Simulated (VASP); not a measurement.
# ZnS (P6_3mc) in VASP: notebook

ZnS is run at these levels: PBEsol; tasks: relaxation of cell and atoms.

All numbers are computed with VASP 6.6.1; they aren't measurements. Logs are shortened: lines on timing, memory, paths and dates and some standing lists are left out, and cuts for length are marked.

## Step 1: The cell of the first run

It takes space group P6_3mc (No. 186, hexagonal). Conventional cell: a = 3.806 Å, b = 3.806 Å, c = 6.247 Å, α = 90.00°, β = 90.00°, γ = 120.00°. Zn (site symmetry 3m) has 4 S at 2.33 to 2.34 Å within 3.1 Å. Within 3.1 Å of S (site symmetry 3m) lie 4 Zn at 2.33 to 2.34 Å.

## Step 2: Relaxation of cell and atoms, PBEsol, target pressure -2 GPa, at which the enthalpy is minimised

Input file INCAR:

```
SYSTEM = ZnS
ALGO = Normal ; EDIFF = 1E-6
EDIFFG = -0.008 ; ENCUT = 600
GGA = PS ; IBRION = 2
ISIF = 3 ; ISMEAR = 0
LASPH = .True. ; LCHARG = .False.
LREAL = .False. ; LWAVE = .False.
NELM = 100 ; NSW = 70
PREC = Accurate ; PSTRESS = -20.0
SIGMA = 0.02
```

Input file KPOINTS:

```
k-points
0
Gamma
  12 12 6
  0 0 0
```

Input file POSCAR:

```
ZnS
1.0
    3.8064272905      0.0000000000      0.0000000000
   -1.9032136452      3.2964627312      0.0000000000
    0.0000000000      0.0000000000      6.2473216645
Zn S
2 2
Direct
    0.3333333333      0.6666666667      0.0003726397
    0.6666666667      0.3333333333      0.5003726397
    0.3333333333      0.6666666667      0.3746273603
    0.6666666667      0.3333333333      0.8746273603
```

Potentials or basis: VASP PAW PBE potentials, release 64 (Zn, S).

Command:

```sh
$ cat potpaw_PBE.64/Zn/POTCAR potpaw_PBE.64/S/POTCAR > POTCAR
$ mpirun -np 1 vasp_std > vasp.out
```

OUTCAR:

```text
SYSTEM = ZnS
   EDIFF = 1E-6
   EDIFFG = -0.008
   ENCUT = 600
   GGA = PS
   IBRION = 2
   ISIF = 3
   ISMEAR = 0
   LASPH = .True.
   LREAL = .False.
   NELM = 100
   NSW = 70
   PREC = Accurate
   PSTRESS = -20.0

 ion  position               nearest neighbor table
   1  0.333  0.667  0.000-   4 2.33   4 2.33   4 2.33   3 2.34
   2  0.667  0.333  0.500-   3 2.33   3 2.33   3 2.33   4 2.34
   3  0.333  0.667  0.375-   2 2.33   2 2.33   2 2.33   1 2.34
   4  0.667  0.333  0.875-   1 2.33   1 2.33   1 2.33   2 2.34

  LATTYP: Found a hexagonal cell.
 ALAT       =     3.8064272905
 C/A-ratio  =     1.6412560093

  Lattice vectors:

 A1 = (   3.8064272905,   0.0000000000,   0.0000000000)
 A2 = (  -1.9032136452,   3.2964627312,   0.0000000000)
 A3 = (   0.0000000000,   0.0000000000,   6.2473216645)

Analysis of symmetry for initial positions (statically):
=====================================================================
 Subroutine PRICEL returns:
 Original cell was already a primitive cell.

 Routine SETGRP: Setting up the symmetry group for a
 hexagonal supercell.

 Subroutine GETGRP returns: Found 12 space group operations
 (whereof  6 operations were pure point group operations)
 out of a pool of 24 trial point group operations.

The static configuration has the point symmetry C_3v.
 The point group associated with its full space group is C_6v.

Analysis of symmetry for dynamics (positions and initial velocities):
=====================================================================
 Subroutine PRICEL returns:
 Original cell was already a primitive cell.

 Routine SETGRP: Setting up the symmetry group for a
 hexagonal supercell.

 Subroutine GETGRP returns: Found 12 space group operations
 (whereof  6 operations were pure point group operations)
 out of a pool of 24 trial point group operations.

The dynamic configuration has the point symmetry C_3v.
 The point group associated with its full space group is C_6v.

 Subroutine INISYM returns: Found 12 space group operations
 (whereof  6 operations are pure point group operations),
 and found     1 'primitive' translations

----------------------------------------------------------------------------------------

                                     Primitive cell

  volume of cell :      78.3898

  direct lattice vectors                    reciprocal lattice vectors
     3.806427290  0.000000000  0.000000000     0.262713543  0.151677735  0.000000000
    -1.903213645  3.296462731  0.000000000     0.000000000  0.303355470  0.000000000
     0.000000000  0.000000000  6.247321665     0.000000000  0.000000000  0.160068595

  length of vectors
     3.806427290  3.806427290  6.247321665     0.303355470  0.303355470  0.160068595

  position of ions in fractional coordinates (direct lattice)
     0.333333333  0.666666667  0.000372640
     0.666666667  0.333333333  0.500372640
     0.333333333  0.666666667  0.374627360
     0.666666667  0.333333333  0.874627360

  ion indices of the primitive-cell ions
   primitive index   ion index
                 1           1
                 2           2
                 3           3
                 4           4

----------------------------------------------------------------------------------------

 KPOINTS: k-points

Automatic generation of k-mesh.
 Grid dimensions read from file:
 generate k-points for:   12   12    6

 Generating k-lattice:

  Cartesian coordinates                     Fractional coordinates (reciprocal lattice)
     0.021892795  0.012639811  0.000000000     0.083333333  0.000000000  0.000000000
     0.000000000  0.025279622  0.000000000     0.000000000  0.083333333  0.000000000
     0.000000000  0.000000000  0.026678099     0.000000000  0.000000000  0.166666667

  Length of vectors
     0.025279622  0.025279622  0.026678099

  Shift w.r.t. Gamma in fractional coordinates (k-lattice)
     0.000000000  0.000000000  0.000000000

 Subroutine IBZKPT returns following result:
 ===========================================

 Found     76 irreducible k-points:

 Following reciprocal coordinates:
            Coordinates               Weight
  0.000000  0.000000  0.000000      1.000000
  0.083333 -0.000000  0.000000      6.000000
  0.166667  0.000000  0.000000      6.000000
  0.250000  0.000000  0.000000      6.000000
  0.333333  0.000000  0.000000      6.000000
  0.416667  0.000000  0.000000      6.000000
[... 16 lines left out ...]
  0.250000  0.000000  0.166667     12.000000
  0.333333  0.000000  0.166667     12.000000
 [... further k-points ...]
   k-points           NKPTS =     76   k-points in BZ     NKDIM =     76   number of bands    NBANDS=     22
   number of dos      NEDOS =    301   number of ions     NIONS =      4
   total plane-waves  NPLWV =  45000
   dimension x,y,z NGX =    30 NGY =   30 NGZ =   50
   dimension x,y,z NGXF=    60 NGYF=   60 NGZF=  100
   ions per type =               2   2
   NGX,Y,Z   is equivalent  to a cutoff of  13.10, 13.10, 13.31 a.u.
   NGXF,Y,Z  is equivalent  to a cutoff of  26.21, 26.21, 26.61 a.u.
 SYSTEM =  ZnS
   PREC   = accura    normal or accurate (medium, high low for compatibility)
   ISTART =      0    job   : 0-new  1-cont  2-samecut
   ICHARG =      2    charge: 1-file 2-atom 10-const
   ISPIN  =      1    spin polarized calculation?
   LNONCOLLINEAR =      F non collinear calculations
   LSORBIT =      F    spin-orbit coupling
   LASPH  =      T    aspherical Exc in radial PAW
   ENCUT  =  600.0 eV  44.10 Ry    6.64 a.u.   7.60  7.60 12.48*2*pi/ulx,y,z
   NELM   =    100;   NELMIN=  2; NELMDL= -5     # of ELM steps
   EDIFF  = 0.1E-05   stopping-criterion for ELM
   LREAL  =      F    real-space projection
   EDIFFG = -.8E-02   stopping-criterion for IOM
   NSW    =     70    number of steps for IOM
   IBRION =      2    ionic relax: 0-MD 1-quasi-New 2-CG
   NFREE  =      1    steps in history (QN), initial steepest desc. (CG)
   ISIF   =      3    stress and relaxation
   ISYM   =      2    0-nonsym 1-usesym 2-fastsym
   POTIM  = 0.5000    time-step for ionic-motion
   TEBEG  =    0.0;   TEEND  =   0.0 temperature during run
   PSTRESS=  -20.0 pullay stress
   NELECT =      36.0000    total number of electrons
   NUPDOWN=      -1.0000    fix difference up-down
   EMIN   =  10.00;   EMAX   =-10.00  energy-range for DOS
   EFERMI =   0.00;   METHOD = LEGACY
   ISMEAR =     0;   SIGMA  =   0.02  broadening in eV -4-tet -1-fermi 0-gaus
   EFERMI_NEDOS =   21; number of points for ismear=-14 and -15
   IALGO  =     38    algorithm
   IMIX   =      4    mixing-type and parameters
     AMIX     =   0.40;   BMIX     =  1.00
     AMIX_MAG =   1.60;   BMIX_MAG =  1.00
  volume/ion in A,a.u.               =      19.60       132.25
  Fermi-wavevector in a.u.,A,eV,Ry     =   1.263056  2.386829 21.705503  1.595309
  Thomas-Fermi vector in A             =   2.396432
   LORBIT       =      0    0 simple, 1 ext, 2 COOP (PROOUT), +10 PAW based schemes
   GGA     = PS    functional components
   LHFCALC =     F    Hartree Fock is set to
   AEXX    =    0.0000 exact exchange contribution
   IVDW    =     0    specifies the selected vdW correction
   LEPSILON=     F    determine dielectric tensor
   LRPA    =     F    only Hartree local field effects (RPA)
 conjugate gradient relaxation of ions
 non-spin polarized calculation
 Gauss-broadening in eV      SIGMA  =   0.02
  energy-cutoff  :      600.00
  volume of cell :       78.39
 maximum number of plane-waves:      2643
   NGX = 15   NGY = 15   NGZ = 25

--------------------------------------- Ionic step        1  -------------------------------------------

 number of electron      36.0000043 magnetization

 Free energy of the ion-electron system (eV)
  ---------------------------------------------------
  ext. energy  EPLUGINS =         0.00000000
  ---------------------------------------------------
  free energy    TOTEN  =       -15.16302718 eV

  energy without entropy =      -15.16302718  energy(sigma->0) =      -15.16302718

------------------------ aborting loop because EDIFF is reached ----------------------------------------

  FORCE on cell =-STRESS in cart. coord.  units (eV):
  Direction    XX          YY          ZZ          XY          YZ          ZX
  --------------------------------------------------------------------------------------
  -------------------------------------------------------------------------------------
  Total       -0.6200952     -0.6200952     -0.6385705     -0.0000000      0.0000000      0.0000000
  in kB      -12.6738740    -12.6738740    -13.0514821     -0.0000000      0.0000000      0.0000000
  external PRESSURE =       7.2002566 kB  Pullay stress =     -20.0000000 kB

 VOLUME and BASIS-vectors are now :
 -----------------------------------------------------------------------------
  energy-cutoff  :      600.00
  volume of cell :       78.39
      direct lattice vectors                 reciprocal lattice vectors
     3.806427290  0.000000000  0.000000000     0.262713543  0.151677735  0.000000000
    -1.903213645  3.296462731  0.000000000     0.000000000  0.303355470  0.000000000
     0.000000000  0.000000000  6.247321665     0.000000000  0.000000000  0.160068595
[... 50 lines left out ...]
  FREE ENERGIE OF THE ION-ELECTRON SYSTEM (eV)
  ---------------------------------------------------
  free  energy   TOTEN  =       -15.1522758364 eV

  energy  without entropy=      -15.1522758364  energy(sigma->0) =      -15.15227584

  enthalpy is  TOTEN    =       -16.1433427339 eV   P V=       -0.9910668975

--------------------------------------- Ionic step        3  -------------------------------------------

 number of electron      36.0000039 magnetization

 Free energy of the ion-electron system (eV)
  ---------------------------------------------------
  ext. energy  EPLUGINS =         0.00000000
  ---------------------------------------------------
  free energy    TOTEN  =       -15.15466946 eV

  energy without entropy =      -15.15466946  energy(sigma->0) =      -15.15466946

 E-fermi :   2.1033     XC(G=0):  -9.8244

 val. band max:        1.9978020996   @ k =   0.0000   0.0000   0.0000
 cond. band min:       4.0276871043   @ k =   0.0000   0.0000   0.0000
 fundamental gap:      2.0298850047
 Fermi energy:         2.1033246169

 k-point     1 :       0.0000    0.0000    0.0000
  band No.  band energies     occupation
      1     -11.1572      2.00000
      2     -10.2161      2.00000
      3      -4.3666      2.00000
      4      -4.3520      2.00000
      5      -4.3520      2.00000
      6      -4.2711      2.00000
[... 14 lines left out ...]
     21       8.2240      0.00000
     22       8.2240      0.00000
[... 552 lines left out ...]
  band No.  band energies     occupation
      1     -10.4946      2.00000
      2      -9.9797      2.00000
      3      -4.3677      2.00000
      4      -4.2818      2.00000
      5      -4.2568      2.00000
      6      -4.1305      2.00000
[... 14 lines left out ...]
     21       7.7458      0.00000
     22       8.1692      0.00000

 [... further k-points ...]

------------------------ aborting loop because EDIFF is reached ----------------------------------------

  FORCE on cell =-STRESS in cart. coord.  units (eV):
  Direction    XX          YY          ZZ          XY          YZ          ZX
  --------------------------------------------------------------------------------------
  -------------------------------------------------------------------------------------
  Total       -0.9975729     -0.9975729     -1.0146892     -0.0000000      0.0000000      0.0000000
  in kB      -20.1781166    -20.1781166    -20.5243309     -0.0000000      0.0000000      0.0000000
  external PRESSURE =      -0.2935213 kB  Pullay stress =     -20.0000000 kB

 VOLUME and BASIS-vectors are now :
 -----------------------------------------------------------------------------
  energy-cutoff  :      600.00
  volume of cell :       79.21
      direct lattice vectors                 reciprocal lattice vectors
     3.819871984 -0.000000000  0.000000000     0.261788878  0.151143879 -0.000000000
    -1.909935992  3.308106178 -0.000000000     0.000000000  0.302287758 -0.000000000
     0.000000000  0.000000000  6.268250499     0.000000000  0.000000000  0.159534148

 POSITION                                       TOTAL-FORCE (eV/Angst)
 -----------------------------------------------------------------------------------
     -0.00000      2.20540      0.00228         0.000000     -0.000000     -0.004065
      1.90994      1.10270      3.13641        -0.000000     -0.000000     -0.004065
     -0.00000      2.20540      2.34831         0.000000      0.000000      0.004065
      1.90994      1.10270      5.48244        -0.000000      0.000000      0.004065
 -----------------------------------------------------------------------------------
    total drift:                               -0.000000     -0.000000     -0.000331

  FREE ENERGIE OF THE ION-ELECTRON SYSTEM (eV)
  ---------------------------------------------------
  free  energy   TOTEN  =       -15.1546694583 eV

  energy  without entropy=      -15.1546694583  energy(sigma->0) =      -15.15466946

  enthalpy is  TOTEN    =       -16.1434365555 eV   P V=       -0.9887670972

 reached required accuracy - stopping structural energy minimisation
```

It took 2.5 min on 1 thread of Intel Xeon 6975P-C (Granite Rapids), shared host; peak memory 0.29 GiB.

What came out:

- Free energy: -15.1547 eV
- Relaxed volume: 19.80 Å³/atom
- Relaxed cell: a = 3.820 Å, b = 3.820 Å, c = 6.268 Å, α = 90.00°, β = 90.00°, γ = 120.00°
- Space group after relaxing (to 0.1 Å): P6_3mc (No. 186)
- Energy change on relaxing (the run minimises the enthalpy): +2.1 meV/atom
- Ionic steps: 3
- Pressure after relaxing: -2.0 GPa
- Largest force after relaxing: 0.004 eV/Å
- Band gap on the k mesh: 2.03 eV

Forces in eV/Å, atoms in the order of the input:
```
Zn   0.000  0.000 -0.004
Zn   0.000  0.000 -0.004
S    0.000  0.000  0.004
S    0.000  0.000  0.004
```

Step by step:
```tsv
step	energy change (eV)	largest force (eV/Å)	pressure (GPa)	volume (Å³)
1	0.0000	0.0014	-1.28	78.39
2	0.0108	0.0047	-2.17	79.39
3	0.0084	0.0041	-2.03	79.21
```

Final structure:
```
Zn S
1.0
     3.81987    0.00000    0.00000
    -1.90994    3.30811    0.00000
     0.00000    0.00000    6.26825
Zn S
2 2
Direct
  0.33333 0.66667 0.00036
  0.66667 0.33333 0.50036
  0.33333 0.66667 0.37464
  0.66667 0.33333 0.87464
```

Caveat: the cell is relaxed towards a set pressure, so the run minimises the enthalpy, not the energy; the PAW data sets were made with another functional, which shifts forces and pressure a little.

(Continued in part 2 of 2.)
